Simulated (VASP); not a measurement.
A run of VASP 6.6.1:

Contents of INCAR:

```
SYSTEM = La
ALGO     = Normal         ! electronic algorithm
EDIFF    = 1E-6           ! SCF threshold, eV
ENCUT    = 520            ! plane-wave cutoff, eV
ISIF     = 2              ! what is computed and relaxed
ISMEAR   = -1             ! smearing method
LASPH    = .TRUE.         ! aspherical terms in the spheres
LCHARG   = .FALSE.        ! write CHGCAR
LREAL    = .FALSE.        ! projectors in reciprocal space
LWAVE    = .FALSE.        ! write WAVECAR
NBANDS   = 12             ! bands
NELM     = 60             ! most SCF steps
PREC     = Accurate       ! precision mode
SIGMA    = 0.05           ! smearing width, eV
```

The input KPOINTS:

```
k-points
0
G
  13 13 13
  0 0 0
```

POSCAR

```
La
1.0
    2.5207457519      0.0000000000      0.0000000000
    0.0000000000      2.5207457519      0.0000000000
    0.0000000000      0.0000000000      2.5207457519
La
1
Direct
    0.0000000000      0.0000000000      0.0000000000
```

Potentials or basis: VASP PAW LDA potentials, release 64 (La).

Launch:

```bash
$ cat potpaw_LDA.64/La/POTCAR > POTCAR
$ mpirun -np 1 vasp_std > vasp.out
```

Hardware: 1 thread of Intel(R) Xeon(R) Platinum 8488C (Sapphire Rapids), with other jobs on the host.

Q: Estimate the wall time of this run.

A: It took 9.1 s on 1 thread of Intel(R) Xeon(R) Platinum 8488C (Sapphire Rapids) (shared host), peak memory 0.13 GiB. Counts: scf iterations 11, k points 84.
